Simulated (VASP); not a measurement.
Set up this calculation in VASP 6.6.1, as the native input.

| Property | Result |
| --- | --- |
| Task | single point |
| Functional | HSE06 |
| Potentials or basis | VASP PAW PBE potentials, release 64 (Hg, Te) |
| Cutoff | 400 eV |
| k mesh | 2 × 2 × 2 |
| Occupations | fermi-dirac, width 0.02 eV |
| Spin | no spin polarisation |
| Dipole correction | no |
| Grid for exact exchange (PRECFOCK) | Normal |
| Further INCAR settings | ALGO = Normal; EDIFF = 1e-06; NBANDS = 26 |
| Screening parameter | 0.2079 1/Å |

Crystal: HgTe.

```
CELL_PARAMETERS angstrom
4.23364 0.00000 0.00000
-2.11682 3.66644 0.00000
0.00000 0.00000 7.39658
ATOMIC_POSITIONS crystal
Hg 0.00000 0.00000 0.00000
Hg 0.00000 0.00000 0.50000
Te 0.33333 0.66667 0.25000
Te 0.66667 0.33333 0.75000
```

These files were run (other wordings do the same):

POSCAR

```
HgTe
1.0
    4.2336391969      0.0000000000      0.0000000000
   -2.1168195985      3.6664390950      0.0000000000
    0.0000000000      0.0000000000      7.3965767620
Hg Te
2 2
Direct
    0.0000000000      0.0000000000      0.0000000000
    0.0000000000      0.0000000000      0.5000000000
    0.3333333333      0.6666666667      0.2500000000
    0.6666666667      0.3333333333      0.7500000000
```

INCAR.step1

```
PREC = Accurate
ENCUT = 400
EDIFF = 1E-5
ISMEAR = -1
SIGMA = 0.02
LREAL = False
LASPH = True
NELM = 120
ALGO = Normal
ISIF = 2
LWAVE = True
GGA = PE
NBANDS = 26
GGA_COMPAT = False
```

INCAR.step2

```
PREC = Accurate
ENCUT = 400
EDIFF = 1E-6
ISMEAR = -1
SIGMA = 0.02
LREAL = False
LASPH = True
NELM = 120
ALGO = Normal
ISIF = 2
LWAVE = False
LCHARG = True
GGA = PE
LHFCALC = True
HFSCREEN = 0.2079
PRECFOCK = Normal
LELF = True
LVHAR = True
ISTART = 1
NBANDS = 26
GGA_COMPAT = False
```

KPOINTS

```
regular mesh
0
Gamma
  2 2 2
```

Potentials or basis: VASP PAW PBE potentials, release 64 (Hg, Te).

The run is started by

```sh
$ cat potpaw_PBE.64/Hg/POTCAR potpaw_PBE.64/Te/POTCAR > POTCAR
$ cp INCAR.step1 INCAR
$ mpirun -np 1 vasp_std > vasp.out
$ cp INCAR.step2 INCAR
$ mpirun -np 1 vasp_std > vasp.out
```

It gave:

```json
{"Pressure": "1.4 GPa", "Band gap on the k mesh": "zero (band 18 reaches 4.31 eV, above the bottom of band 19 at 4.02 eV)"}
```

Caveat: the k points lie up to 0.86 Å⁻¹ apart; the PAW data sets were made with another functional, which shifts forces and pressure a little; spin-orbit coupling is left out, which moves the levels of the heavy elements.

Run time: 3.7 min on 1 thread of AMD EPYC 7R43 64-Core Processor (Zen 3) (shared host), peak memory 0.28 GiB.
